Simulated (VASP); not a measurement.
Wanted: the native input for a VASP 6.6.1 run.

| Property | Result |
| --- | --- |
| Task | single point |
| Functional | RPBE |
| Potentials or basis | VASP PAW PBE potentials, release 64 (Na_pv) |
| Cutoff | 520 eV |
| k mesh | 10 × 10 × 10 |
| Occupations | fermi-dirac, width 0.1 eV |
| Spin | no spin polarisation |
| Dipole correction | no |
| Further INCAR settings | ALGO = Normal; EDIFF = 1e-06; NBANDS = 10 |

The structure of Na lies in POSCAR:

```
Na
1.0
    3.6233049833      0.0000000000      0.0000000000
    0.0000000000      3.6233049833      0.0000000000
    0.0000000000      0.0000000000      3.6233049833
Na
1
Direct
    0.0000000000      0.0000000000      0.0000000000
```

This cell differs from its parent crystal: volume scaled by 1.12.

These files were run (other wordings do the same):

INCAR

```
SYSTEM = Na
  ALGO = Normal
  EDIFF = 1E-6
  ENCUT = 520
  GGA = RP
  ISIF = 2
  ISMEAR = -1
  LASPH = .TRUE.
  LCHARG = .TRUE.
  LELF = .TRUE.
  LREAL = .FALSE.
  LVHAR = .TRUE.
  LWAVE = .FALSE.
  NBANDS = 10
  NELM = 100
  PREC = Accurate
  SIGMA = 0.1
```

KPOINTS

```
k-points
0
G
  10 10 10
  0 0 0
```

Potentials or basis: VASP PAW PBE potentials, release 64 (Na_pv).

Launch:

```bash
$ cat potpaw_PBE.64/Na_pv/POTCAR > POTCAR
$ mpirun -np 1 vasp_std > vasp.out
```

Results of the run:

```
Pressure : -0.5 GPa
```

Caveat: the PAW data sets were made with another functional, which shifts forces and pressure a little.

Wall time 14 s on 1 thread of Intel(R) Xeon(R) Platinum 8488C (Sapphire Rapids) (shared host), peak memory 0.16 GiB.
